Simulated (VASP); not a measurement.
# V (Fm-3m) in VASP: notebook

V is run at these levels: PBE; tasks: single point.

Program: VASP 6.6.1. These are calculated values, not measurements. Logs are shortened: lines on timing, memory, paths and dates and some standing lists are left out, and cuts for length are marked.

**1. The cell of the first run**

It takes space group Fm-3m (No. 225, cubic). The conventional cell has a = 3.893 Å, b = 3.893 Å, c = 3.893 Å, α = 90.00°, β = 90.00°, γ = 90.00°. Within 3.6 Å of V (site symmetry m-3m) lie 12 V at 2.75 Å.

**2. Single point, PBE (equal strain along all axes, cell held: +2.0 %)**

INCAR

```
PREC = Accurate
ENCUT = 520
EDIFF = 1E-6
ISMEAR = 0
SIGMA = 0.1
LREAL = False
LASPH = True
NELM = 80
ALGO = Fast
ISIF = 2
LWAVE = False
LCHARG = False
GGA = PE
NBANDS = 20
```

KPOINTS

```
regular mesh
0
Gamma
  16 16 12
```

POSCAR

```
V
1.0
    1.9464439210      1.9464439210      0.0000000000
   -1.9464439210      1.9464439210      0.0000000000
    0.0000000000      0.0000000000      3.8928878419
V
2
Direct
    0.0000000000      0.0000000000      0.0000000000
    0.5000000000      0.5000000000      0.5000000000
```

Potentials or basis: VASP PAW PBE potentials, release 64 (V_sv).

Run with:

```console
cat potpaw_PBE.64/V_sv/POTCAR > POTCAR
mpirun -np 1 vasp_std > vasp.out
```

OUTCAR:

```text
PREC = Accurate
   ENCUT = 520
   EDIFF = 1E-6
   ISMEAR = 0
   LREAL = False
   LASPH = True
   NELM = 80
   ISIF = 2
   GGA = PE

 ion  position               nearest neighbor table
   1  0.000  0.000  0.000-   2 2.75   2 2.75   2 2.75   2 2.75   2 2.75   2 2.75   2 2.75   2 2.75

   2  0.500  0.500  0.500-   1 2.75   1 2.75   1 2.75   1 2.75   1 2.75   1 2.75   1 2.75   1 2.75

  LATTYP: Found a simple tetragonal cell.
 ALAT       =     2.7526873915
 C/A-ratio  =     1.4142135623

  Lattice vectors:

 A1 = (   1.9464439210,   1.9464439210,   0.0000000000)
 A2 = (  -1.9464439210,   1.9464439210,   0.0000000000)
 A3 = (   0.0000000000,   0.0000000000,   3.8928878419)

Analysis of symmetry for initial positions (statically):
=====================================================================
 Subroutine PRICEL returns following result:

  LATTYP: Found a face centered cubic cell.
 ALAT       =     3.8928878420

  Lattice vectors:

 A1 = (   0.0000000000,  -1.9464439210,  -1.9464439209)
 A2 = (   1.9464439210,   0.0000000000,  -1.9464439209)
 A3 = (   1.9464439210,  -1.9464439210,   0.0000000000)

   2 primitive cells build up your supercell.

 Routine SETGRP: Setting up the symmetry group for a
 simple tetragonal supercell.

 Subroutine GETGRP returns: Found 16 space group operations
 (whereof 16 operations were pure point group operations)
 out of a pool of 16 trial point group operations.

The static configuration has the point symmetry D_4h.

Analysis of symmetry for dynamics (positions and initial velocities):
=====================================================================
 Subroutine PRICEL returns following result:

  LATTYP: Found a face centered cubic cell.
 ALAT       =     3.8928878420

  Lattice vectors:

 A1 = (   0.0000000000,  -1.9464439210,  -1.9464439209)
 A2 = (   1.9464439210,   0.0000000000,  -1.9464439209)
 A3 = (   1.9464439210,  -1.9464439210,   0.0000000000)

   2 primitive cells build up your supercell.

 Routine SETGRP: Setting up the symmetry group for a
 simple tetragonal supercell.

 Subroutine GETGRP returns: Found 16 space group operations
 (whereof 16 operations were pure point group operations)
 out of a pool of 16 trial point group operations.

The dynamic configuration has the point symmetry D_4h.
[... 84 lines left out ...]
   ions per type =               2
   NGX,Y,Z   is equivalent  to a cutoff of  12.08, 12.08, 12.81 a.u.
   NGXF,Y,Z  is equivalent  to a cutoff of  24.16, 24.16, 25.62 a.u.
 SYSTEM =  unknown system
   PREC   = accura    normal or accurate (medium, high low for compatibility)
   ISTART =      0    job   : 0-new  1-cont  2-samecut
   ICHARG =      2    charge: 1-file 2-atom 10-const
   ISPIN  =      1    spin polarized calculation?
   LNONCOLLINEAR =      F non collinear calculations
   LSORBIT =      F    spin-orbit coupling
   LASPH  =      T    aspherical Exc in radial PAW
   ENCUT  =  520.0 eV  38.22 Ry    6.18 a.u.   5.12  5.12  7.24*2*pi/ulx,y,z
   NELM   =     80;   NELMIN=  2; NELMDL= -5     # of ELM steps
   EDIFF  = 0.1E-05   stopping-criterion for ELM
   LREAL  =      F    real-space projection
   EDIFFG = 0.1E-04   stopping-criterion for IOM
   NSW    =      0    number of steps for IOM
   IBRION =     -1    ionic relax: 0-MD 1-quasi-New 2-CG
   NFREE  =      0    steps in history (QN), initial steepest desc. (CG)
   ISIF   =      2    stress and relaxation
   ISYM   =      2    0-nonsym 1-usesym 2-fastsym
   POTIM  = 0.5000    time-step for ionic-motion
   TEBEG  =    0.0;   TEEND  =   0.0 temperature during run
   PSTRESS=    0.0 pullay stress
   NELECT =      26.0000    total number of electrons
   NUPDOWN=      -1.0000    fix difference up-down
   EMIN   =  10.00;   EMAX   =-10.00  energy-range for DOS
   EFERMI =   0.00;   METHOD = LEGACY
   ISMEAR =     0;   SIGMA  =   0.10  broadening in eV -4-tet -1-fermi 0-gaus
   EFERMI_NEDOS =   21; number of points for ismear=-14 and -15
   IALGO  =     68    algorithm
   IMIX   =      4    mixing-type and parameters
     AMIX     =   0.40;   BMIX     =  1.00
     AMIX_MAG =   1.60;   BMIX_MAG =  1.00
  volume/ion in A,a.u.               =      14.75        99.53
  Fermi-wavevector in a.u.,A,eV,Ry     =   1.569654  2.966217 33.522239  2.463815
  Thomas-Fermi vector in A             =   2.671505
   LORBIT       =      0    0 simple, 1 ext, 2 COOP (PROOUT), +10 PAW based schemes
   GGA     = PE    functional components
   LHFCALC =     F    Hartree Fock is set to
   AEXX    =    0.0000 exact exchange contribution
   IVDW    =     0    specifies the selected vdW correction
   LEPSILON=     F    determine dielectric tensor
   LRPA    =     F    only Hartree local field effects (RPA)
 non-spin polarized calculation
 RMM-DIIS sequential band-by-band and
 Gauss-broadening in eV      SIGMA  =   0.10
  energy-cutoff  :      520.00
  volume of cell :       29.50
 maximum number of plane-waves:       830
   NGX = 11   NGY = 11   NGZ = 15

 number of electron      26.0000014 magnetization

 Free energy of the ion-electron system (eV)
  ---------------------------------------------------
  ext. energy  EPLUGINS =         0.00000000
  ---------------------------------------------------
  free energy    TOTEN  =       -17.45838490 eV

  energy without entropy =      -17.44039532  energy(sigma->0) =      -17.44939011

 E-fermi :   8.9007     XC(G=0): -12.4239

 val. band max:        8.9000650019   @ k =   0.5000   0.0000   0.4167
 cond. band min:       8.9027970909   @ k =   0.4375   0.1250   0.3333
 fundamental gap:      0.0027320891
 Fermi energy:         8.9007145204

 k-point     1 :       0.0000    0.0000    0.0000
  band No.  band energies     occupation
      1     -55.2321      2.00000
      2     -55.0633      2.00000
      3     -29.2885      2.00000
      4     -28.9013      2.00000
      5     -28.9013      2.00000
      6     -28.6658      2.00000
[... 541 lines left out ...]
     19      13.0639      0.00000
     20      13.0639      0.00000

 [... further k-points ...]
[... 5 lines left out ...]
  --------------------------------------------------------------------------------------
  -------------------------------------------------------------------------------------
  Total       -1.6726257     -1.6726257     -1.7011531      0.0000000      0.0000000      0.0000000
  in kB      -90.8497350    -90.8497350    -92.3992199      0.0000000      0.0000000      0.0000000
  external PRESSURE =     -91.3662300 kB  Pullay stress =       0.0000000 kB

 VOLUME and BASIS-vectors are now :
 -----------------------------------------------------------------------------
  energy-cutoff  :      520.00
  volume of cell :       29.50
      direct lattice vectors                 reciprocal lattice vectors
     1.946443921  1.946443921  0.000000000     0.256878708  0.256878708  0.000000000
    -1.946443921  1.946443921  0.000000000    -0.256878708  0.256878708  0.000000000
     0.000000000  0.000000000  3.892887842     0.000000000  0.000000000  0.256878708

 POSITION                                       TOTAL-FORCE (eV/Angst)
 -----------------------------------------------------------------------------------
      0.00000      0.00000      0.00000         0.000000     -0.000000     -0.000000
      0.00000      1.94644      1.94644        -0.000000      0.000000      0.000000
 -----------------------------------------------------------------------------------
    total drift:                               -0.000000      0.000000      0.000000

  FREE ENERGIE OF THE ION-ELECTRON SYSTEM (eV)
  ---------------------------------------------------
  free  energy   TOTEN  =       -17.4583849041 eV

  energy  without entropy=      -17.4403953167  energy(sigma->0) =      -17.44939011
```

OSZICAR:

```text
N       E                     dE             d eps       ncg     rms          rms(c)
DAV:   1     0.295679920545E+03    0.29568E+03   -0.15151E+04 12608   0.149E+03
DAV:   2    -0.117185527177E+02   -0.30740E+03   -0.30166E+03 12968   0.476E+02
DAV:   3    -0.204111207829E+02   -0.86926E+01   -0.84672E+01 14100   0.927E+01
DAV:   4    -0.205095573718E+02   -0.98437E-01   -0.98195E-01 12808   0.972E+00
DAV:   5    -0.205106702452E+02   -0.11129E-02   -0.11129E-02 13340   0.111E+00    0.227E+01
RMM:   6    -0.174275227347E+02    0.30831E+01   -0.12436E+01 12600   0.321E+01    0.205E+00
RMM:   7    -0.174785210449E+02   -0.50998E-01   -0.11539E+00 13130   0.528E+00    0.123E+00
RMM:   8    -0.174613694478E+02    0.17152E-01   -0.61571E-02 12972   0.274E+00    0.553E-01
RMM:   9    -0.174585087029E+02    0.28607E-02   -0.10047E-02 13508   0.110E+00    0.222E-01
RMM:  10    -0.174585777761E+02   -0.69073E-04   -0.71950E-03 13266   0.670E-01    0.162E-01
RMM:  11    -0.174583906247E+02    0.18715E-03   -0.90531E-04 13100   0.352E-01    0.264E-02
RMM:  12    -0.174583828532E+02    0.77715E-05   -0.10722E-04 13819   0.113E-01    0.771E-03
RMM:  13    -0.174583845510E+02   -0.16978E-05   -0.76685E-06 11980   0.291E-02    0.597E-03
RMM:  14    -0.174583856412E+02   -0.10901E-05   -0.65834E-06 11586   0.252E-02    0.265E-03
RMM:  15    -0.174583849041E+02    0.73710E-06   -0.75953E-07  6557   0.999E-03
   1 F= -.17458385E+02 E0= -.17449390E+02  d E =-.179896E-01
```

stdout:

```text
POSCAR found type information on POSCAR V
 POSCAR found :  1 types and       2 ions
 scaLAPACK will be used
 LDA part: xc-table for (Slater+PW92), standard interpolation
 POSCAR, INCAR and KPOINTS ok, starting setup
 FFT: planning ... GRIDC
 FFT: planning ... GRID_SOFT
 FFT: planning ... GRID
 WAVECAR not read
 entering main loop
```

Run time: 57 s. Hardware: 1 thread of Intel Xeon 6975P-C (Granite Rapids), shared host; peak memory 0.25 GiB.

Results:

| Item | Value |
| --- | --- |
| Free energy | -17.4584 eV |
| Pressure | -9.1 GPa |
| Band gap on the k mesh | zero (band 13 reaches 11.72 eV, above the bottom of band 14 at 7.96 eV) |

Levels at points of the mesh, in eV from the Fermi level:
```csv
k point,band 10,band 11,band 12,band 13,band 14,band 15,band 16,band 17
"(0.00, 0.00, 0.00)",-3.18,-2.39,0.17,0.17,0.17,1.77,1.77,2.82
"(0.50, 0.00, 0.00)",-2.46,-0.92,-0.92,-0.62,-0.62,1.01,1.01,1.68
"(0.50, 0.50, 0.00)",-3.18,-2.39,-2.39,2.82,2.82,3.11,3.11,3.11
"(0.00, 0.00, 0.50)",-4.19,-1.24,-1.24,0.60,0.60,1.34,1.34,1.34
"(0.50, 0.00, 0.50)",-3.13,0.07,0.07,0.07,0.07,0.67,0.67,2.83
"(0.50, 0.50, 0.50)",-2.10,-0.94,-0.94,-0.94,-0.94,1.50,1.50,3.11
```

Caveat: the cell differs from its parent crystal (equal strain along all axes, cell held: +2.0 %).

**3. Single point, PBE (equal strain along all axes, cell held: +4.0 %)**

INCAR

```
ALGO = Fast
EDIFF = 1E-7
ENCUT = 520
GGA = PE
ISIF = 2
ISMEAR = 0
LASPH = T
LCHARG = F
LREAL = F
LWAVE = F
NBANDS = 20
NELM = 100
PREC = Accurate
SIGMA = 0.1
```

KPOINTS

```
k-points
0
Gamma
  16 16 12
```

POSCAR

```
V
1.0
    1.9846094880      1.9846094880      0.0000000000
   -1.9846094880      1.9846094880      0.0000000000
    0.0000000000      0.0000000000      3.9692189761
V
2
Direct
    0.0000000000      0.0000000000      0.0000000000
    0.5000000000      0.5000000000      0.5000000000
```

Potentials or basis: VASP PAW PBE potentials, release 64 (V_sv).

Run with:

```console
cat potpaw_PBE.64/V_sv/POTCAR > POTCAR
mpirun -np 1 vasp_std > vasp.out
```

It took 64 s on 1 thread of Intel Xeon 6975P-C (Granite Rapids), shared host; peak memory 0.27 GiB.

Results (log left out):

* Free energy: -17.3164 eV
* Pressure: -16.3 GPa
* Band gap on the k mesh: zero (band 13 reaches 10.83 eV, above the bottom of band 14 at 7.34 eV)

Levels at points of the mesh, in eV from the Fermi level:
```tsv
k point	band 9	band 10	band 11	band 12	band 13	band 14	band 15	band 16	band 17	band 18
(0.00, 0.00, 0.00)	-6.48	-2.94	-2.19	0.17	0.17	0.17	1.64	1.64	2.61	2.87
(0.50, 0.00, 0.00)	-2.41	-2.41	-0.85	-0.85	-0.55	-0.55	0.95	0.95	1.56	1.56
(0.50, 0.50, 0.00)	-2.94	-2.94	-2.19	-2.19	2.61	2.61	2.87	2.87	2.87	2.87
(0.00, 0.00, 0.50)	-4.10	-4.10	-1.13	-1.13	0.56	0.56	1.25	1.25	1.25	1.25
(0.50, 0.00, 0.50)	-2.95	-2.95	0.08	0.08	0.08	0.08	0.57	0.57	2.62	2.62
(0.50, 0.50, 0.50)	-1.93	-1.93	-0.88	-0.88	-0.88	-0.88	1.40	1.40	2.87	2.87
```

Caveat: the cell differs from its parent crystal (equal strain along all axes, cell held: +4.0 %).

(Continued in part 2 of 2.)
